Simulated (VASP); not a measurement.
# BaGeP4 (F-43m) in VASP: single point with PBE

Aim: the single point of BaGeP4 with PBE.

Everything below comes from runs of VASP 6.6.1. Logs are shortened: lines on timing, memory, paths and dates and some standing lists are left out, and cuts for length are marked.

### Step 1. The cell of the first run

It takes space group F-43m (No. 216, cubic). The conventional cell has a = 8.047 Å, b = 8.047 Å, c = 8.047 Å, α = 90.00°, β = 90.00°, γ = 90.00°. Ba (site symmetry -43m) has 12 P at 3.34 Å and 4 Ge at 3.48 Å within 4.4 Å. Ge (site symmetry -43m) has 12 P at 3.33 Å and 4 Ba at 3.48 Å within 4.4 Å. Within 3.7 Å of P (site symmetry 3m) lie 6 P at 2.82 to 2.87 Å and 3 Ge at 3.33 Å and 3 Ba at 3.34 Å.

### Step 2. Single point, PBE

INCAR

```
SYSTEM = BaGeP4
PREC = Accurate ; ENCUT = 520
EDIFF = 1E-6 ; ISMEAR = 0
SIGMA = 0.1 ; LREAL = .FALSE.
LASPH = .TRUE. ; NELM = 100
ALGO = Normal ; ISIF = 2
LWAVE = .FALSE. ; LCHARG = .FALSE.
GGA = PE ; NBANDS = 31
```

KPOINTS

```
Automatic mesh
0
G
  4 4 4
  0 0 0
```

POSCAR

```
BaGeP4
1.0
    0.0000000000      4.0232590300      4.0232590300
    4.0232590300      0.0000000000      4.0232590300
    4.0232590300      4.0232590300      0.0000000000
Ba Ge P
1 1 4
Direct
    0.0000000000      0.0000000000      0.0000000000
    0.2500000000      0.2500000000      0.2500000000
    0.6240318200      0.1279045300      0.6240318200
    0.6240318200      0.6240318200      0.1279045300
    0.6240318200      0.6240318200      0.6240318200
    0.1279045300      0.6240318200      0.6240318200
```

Potentials or basis: VASP PAW PBE potentials, release 64 (Ba_sv, Ge_d, P).

Started as:

```bash
cat potpaw_PBE.64/Ba_sv/POTCAR potpaw_PBE.64/Ge_d/POTCAR potpaw_PBE.64/P/POTCAR > POTCAR
mpirun -np 1 vasp_std > vasp.out
```

OUTCAR:

```text
SYSTEM = BaGeP4
   PREC = Accurate
   ENCUT = 520
   EDIFF = 1E-6
   ISMEAR = 0
   LREAL = .FALSE.
   LASPH = .TRUE.
   NELM = 100
   ISIF = 2
   GGA = PE

 ion  position               nearest neighbor table
   1  0.000  0.000  0.000-   3 3.34   4 3.34   4 3.34   6 3.34   3 3.34   6 3.34   5 3.34   5 3.34
                             5 3.34   4 3.34   3 3.34   6 3.34   2 3.48   2 3.48   2 3.48   2 3.48
   2  0.250  0.250  0.250-   1 3.48   1 3.48   1 3.48   1 3.48
   3  0.624  0.128  0.624-   4 2.82   5 2.82   6 2.82   6 2.87   4 2.87   5 2.87   1 3.34   1 3.34
                             1 3.34
   4  0.624  0.624  0.128-   3 2.82   5 2.82   6 2.82   3 2.87   6 2.87   5 2.87   1 3.34   1 3.34
                             1 3.34
   5  0.624  0.624  0.624-   3 2.82   4 2.82   6 2.82   6 2.87   3 2.87   4 2.87   1 3.34   1 3.34
                             1 3.34
   6  0.128  0.624  0.624-   3 2.82   4 2.82   5 2.82   3 2.87   4 2.87   5 2.87   1 3.34   1 3.34
                             1 3.34

  LATTYP: Found a face centered cubic cell.
 ALAT       =     8.0465180600

  Lattice vectors:

 A1 = (   0.0000000000,   4.0232590300,   4.0232590300)
 A2 = (   4.0232590300,   0.0000000000,   4.0232590300)
 A3 = (   4.0232590300,   4.0232590300,   0.0000000000)

Analysis of symmetry for initial positions (statically):
=====================================================================
 Subroutine PRICEL returns:
 Original cell was already a primitive cell.

 Routine SETGRP: Setting up the symmetry group for a
 face centered cubic supercell.

 Subroutine GETGRP returns: Found 24 space group operations
 (whereof 24 operations were pure point group operations)
 out of a pool of 48 trial point group operations.

The static configuration has the point symmetry T_d .

Analysis of symmetry for dynamics (positions and initial velocities):
=====================================================================
 Subroutine PRICEL returns:
 Original cell was already a primitive cell.

 Routine SETGRP: Setting up the symmetry group for a
 face centered cubic supercell.

 Subroutine GETGRP returns: Found 24 space group operations
 (whereof 24 operations were pure point group operations)
 out of a pool of 48 trial point group operations.

The dynamic configuration has the point symmetry T_d .

 Subroutine INISYM returns: Found 24 space group operations
 (whereof 24 operations are pure point group operations),
 and found     1 'primitive' translations

----------------------------------------------------------------------------------------

                                     Primitive cell

  volume of cell :     130.2459

  direct lattice vectors                    reciprocal lattice vectors
     0.000000000  4.023259030  4.023259030    -0.124277357  0.124277357  0.124277357
     4.023259030  0.000000000  4.023259030     0.124277357 -0.124277357  0.124277357
     4.023259030  4.023259030  0.000000000     0.124277357  0.124277357 -0.124277357

  length of vectors
     5.689747485  5.689747485  5.689747485     0.215254697  0.215254697  0.215254697

  position of ions in fractional coordinates (direct lattice)
     0.000000000  0.000000000  0.000000000
     0.250000000  0.250000000  0.250000000
     0.624031820  0.127904530  0.624031820
     0.624031820  0.624031820  0.127904530
     0.624031820  0.624031820  0.624031820
     0.127904530  0.624031820  0.624031820

  ion indices of the primitive-cell ions
   primitive index   ion index
                 1           1
                 2           2
                 3           3
                 4           4
                 5           5
                 6           6

----------------------------------------------------------------------------------------

 KPOINTS: Automatic mesh

Automatic generation of k-mesh.
 Grid dimensions read from file:
 generate k-points for:    4    4    4

 Generating k-lattice:

  Cartesian coordinates                     Fractional coordinates (reciprocal lattice)
    -0.031069339  0.031069339  0.031069339     0.250000000  0.000000000  0.000000000
     0.031069339 -0.031069339  0.031069339     0.000000000  0.250000000  0.000000000
     0.031069339  0.031069339 -0.031069339     0.000000000  0.000000000  0.250000000

  Length of vectors
     0.053813674  0.053813674  0.053813674

  Shift w.r.t. Gamma in fractional coordinates (k-lattice)
     0.000000000  0.000000000  0.000000000

 Subroutine IBZKPT returns following result:
 ===========================================

 Found      8 irreducible k-points:

 Following reciprocal coordinates:
            Coordinates               Weight
  0.000000  0.000000  0.000000      1.000000
  0.250000  0.000000  0.000000      8.000000
  0.500000  0.000000  0.000000      4.000000
  0.250000  0.250000  0.000000      6.000000
  0.500000  0.250000  0.000000     24.000000
 -0.250000  0.250000  0.000000     12.000000
  0.500000  0.500000  0.000000      3.000000
 -0.250000  0.500000  0.250000      6.000000
   k-points           NKPTS =      8   k-points in BZ     NKDIM =      8   number of bands    NBANDS=     31
   number of dos      NEDOS =    301   number of ions     NIONS =      6
   total plane-waves  NPLWV =  74088
   dimension x,y,z NGX =    42 NGY =   42 NGZ =   42
   dimension x,y,z NGXF=    84 NGYF=   84 NGZF=   84
   ions per type =               1   1   4
   NGX,Y,Z   is equivalent  to a cutoff of  12.27, 12.27, 12.27 a.u.
   NGXF,Y,Z  is equivalent  to a cutoff of  24.54, 24.54, 24.54 a.u.
 SYSTEM =  BaGeP4
   PREC   = accura    normal or accurate (medium, high low for compatibility)
   ISTART =      0    job   : 0-new  1-cont  2-samecut
   ICHARG =      2    charge: 1-file 2-atom 10-const
   ISPIN  =      1    spin polarized calculation?
   LNONCOLLINEAR =      F non collinear calculations
   LSORBIT =      F    spin-orbit coupling
   LASPH  =      T    aspherical Exc in radial PAW
   ENCUT  =  520.0 eV  38.22 Ry    6.18 a.u.  10.58 10.58 10.58*2*pi/ulx,y,z
   NELM   =    100;   NELMIN=  2; NELMDL= -5     # of ELM steps
   EDIFF  = 0.1E-05   stopping-criterion for ELM
   LREAL  =      F    real-space projection
   EDIFFG = 0.1E-04   stopping-criterion for IOM
   NSW    =      0    number of steps for IOM
   IBRION =     -1    ionic relax: 0-MD 1-quasi-New 2-CG
   NFREE  =      0    steps in history (QN), initial steepest desc. (CG)
   ISIF   =      2    stress and relaxation
   ISYM   =      2    0-nonsym 1-usesym 2-fastsym
   POTIM  = 0.5000    time-step for ionic-motion
   TEBEG  =    0.0;   TEEND  =   0.0 temperature during run
   PSTRESS=    0.0 pullay stress
   NELECT =      44.0000    total number of electrons
   NUPDOWN=      -1.0000    fix difference up-down
   EMIN   =  10.00;   EMAX   =-10.00  energy-range for DOS
   EFERMI =   0.00;   METHOD = LEGACY
   ISMEAR =     0;   SIGMA  =   0.10  broadening in eV -4-tet -1-fermi 0-gaus
   EFERMI_NEDOS =   21; number of points for ismear=-14 and -15
   IALGO  =     38    algorithm
   IMIX   =      4    mixing-type and parameters
     AMIX     =   0.40;   BMIX     =  1.00
     AMIX_MAG =   1.60;   BMIX_MAG =  1.00
  volume/ion in A,a.u.               =      21.71       146.49
  Fermi-wavevector in a.u.,A,eV,Ry     =   1.140174  2.154616 17.687524  1.299996
  Thomas-Fermi vector in A             =   2.276876
   LORBIT       =      0    0 simple, 1 ext, 2 COOP (PROOUT), +10 PAW based schemes
   GGA     = PE    functional components
   LHFCALC =     F    Hartree Fock is set to
   AEXX    =    0.0000 exact exchange contribution
   IVDW    =     0    specifies the selected vdW correction
   LEPSILON=     F    determine dielectric tensor
   LRPA    =     F    only Hartree local field effects (RPA)
 non-spin polarized calculation
 Gauss-broadening in eV      SIGMA  =   0.10
  energy-cutoff  :      520.00
  volume of cell :      130.25
 maximum number of plane-waves:      3521
   NGX = 21   NGY = 21   NGZ = 21

 number of electron      43.9999994 magnetization

 Free energy of the ion-electron system (eV)
  ---------------------------------------------------
  ext. energy  EPLUGINS =         0.00000000
  ---------------------------------------------------
  free energy    TOTEN  =       -26.97445938 eV

  energy without entropy =      -26.95948661  energy(sigma->0) =      -26.96697300

 E-fermi :   5.7959     XC(G=0): -10.1958

 val. band max:        5.6726917109   @ k =  -0.2500   0.5000   0.2500
 cond. band min:       5.8161072463   @ k =   0.2500   0.0000   0.0000
 fundamental gap:      0.1434155355
 Fermi energy:         5.7959381392

 k-point     1 :       0.0000    0.0000    0.0000
  band No.  band energies     occupation
      1     -21.5880      2.00000
      2     -19.5529      2.00000
      3     -19.5529      2.00000
      4     -19.5529      2.00000
      5     -19.5483      2.00000
      6     -19.5483      2.00000
[... 23 lines left out ...]
     30       9.9932      0.00000
     31      10.9175      0.00000

 k-point     2 :       0.2500    0.0000    0.0000
  band No.  band energies     occupation
      1     -21.5858      2.00000
      2     -19.5529      2.00000
      3     -19.5529      2.00000
      4     -19.5525      2.00000
      5     -19.5483      2.00000
      6     -19.5483      2.00000
[... 23 lines left out ...]
     30      10.6864      0.00000
     31      11.3581      0.00000

 k-point     3 :       0.5000    0.0000    0.0000
  band No.  band energies     occupation
      1     -21.5836      2.00000
      2     -19.5528      2.00000
      3     -19.5528      2.00000
      4     -19.5521      2.00000
      5     -19.5483      2.00000
      6     -19.5483      2.00000
[... 159 lines left out ...]
     30      10.7835      0.00000
     31      10.8193      0.00000

 k-point     8 :      -0.2500    0.5000    0.2500
  band No.  band energies     occupation
      1     -21.5822      2.00000
      2     -19.5529      2.00000
      3     -19.5527      2.00000
      4     -19.5519      2.00000
      5     -19.5483      2.00000
      6     -19.5482      2.00000
[... 23 lines left out ...]
     30      10.0003      0.00000
     31      10.1956      0.00000

------------------------ aborting loop because EDIFF is reached ----------------------------------------

  FORCE on cell =-STRESS in cart. coord.  units (eV):
  Direction    XX          YY          ZZ          XY          YZ          ZX
  --------------------------------------------------------------------------------------
  -------------------------------------------------------------------------------------
  Total       -3.9302040     -3.9302040     -3.9302040      0.0000000      0.0000000     -0.0000000
  in kB      -48.3461276    -48.3461276    -48.3461276      0.0000000      0.0000000     -0.0000000
  external PRESSURE =     -48.3461276 kB  Pullay stress =       0.0000000 kB

 VOLUME and BASIS-vectors are now :
 -----------------------------------------------------------------------------
  energy-cutoff  :      520.00
  volume of cell :      130.25
      direct lattice vectors                 reciprocal lattice vectors
     0.000000000  4.023259030  4.023259030    -0.124277357  0.124277357  0.124277357
     4.023259030  0.000000000  4.023259030     0.124277357 -0.124277357  0.124277357
     4.023259030  4.023259030  0.000000000     0.124277357  0.124277357 -0.124277357

 POSITION                                       TOTAL-FORCE (eV/Angst)
 -----------------------------------------------------------------------------------
      0.00000      0.00000      0.00000         0.000000      0.000000      0.000000
      2.01163      2.01163      2.01163         0.000000      0.000000      0.000000
      3.02523      5.02128      3.02523         0.232059     -0.232059      0.232059
      3.02523      3.02523      5.02128         0.232059      0.232059     -0.232059
      5.02128      5.02128      5.02128        -0.232059     -0.232059     -0.232059
      5.02128      3.02523      3.02523        -0.232059      0.232059      0.232059
 -----------------------------------------------------------------------------------
    total drift:                                0.000017      0.000017      0.000017

  FREE ENERGIE OF THE ION-ELECTRON SYSTEM (eV)
  ---------------------------------------------------
  free  energy   TOTEN  =       -26.9744593811 eV

  energy  without entropy=      -26.9594866149  energy(sigma->0) =      -26.96697300
```

Wall time 28 s (1 thread of Intel Xeon Platinum 8488C (Sapphire Rapids), shared host); peak memory 0.26 GiB.

What came out:

- Free energy: -26.9745 eV
- Pressure: -4.8 GPa
- Largest force: 0.402 eV/Å
- Band gap on the k mesh: zero (band 22 reaches 6.07 eV, above the bottom of band 23 at 4.59 eV)

Forces on the atoms (eV/Å):
```
Ba   0.000  0.000  0.000
Ge   0.000  0.000  0.000
P    0.232 -0.232  0.232
P    0.232  0.232 -0.232
P   -0.232 -0.232 -0.232
P   -0.232  0.232  0.232
```

Levels at points of the mesh, in eV from the Fermi level:
| k point | band 18 | band 19 | band 20 | band 21 | band 22 | band 23 | band 24 | band 25 | band 26 | band 27 |
| --- | --- | --- | --- | --- | --- | --- | --- | --- | --- | --- |
| (0.00, 0.00, 0.00) | -4.71 | -3.44 | -3.44 | 0.27 | 0.27 | 0.27 | 2.39 | 2.39 | 2.39 | 4.16 |
| (0.50, 0.00, 0.00) | -2.16 | -2.16 | -1.42 | -1.18 | -1.18 | -0.96 | 0.74 | 1.72 | 1.72 | 2.50 |
| (0.50, 0.50, 0.00) | -2.07 | -1.80 | -1.58 | -1.38 | -1.38 | -1.20 | -0.63 | 0.64 | 0.82 | 0.82 |

Caveat: spin-orbit coupling is left out, which moves the levels of the heavy elements.
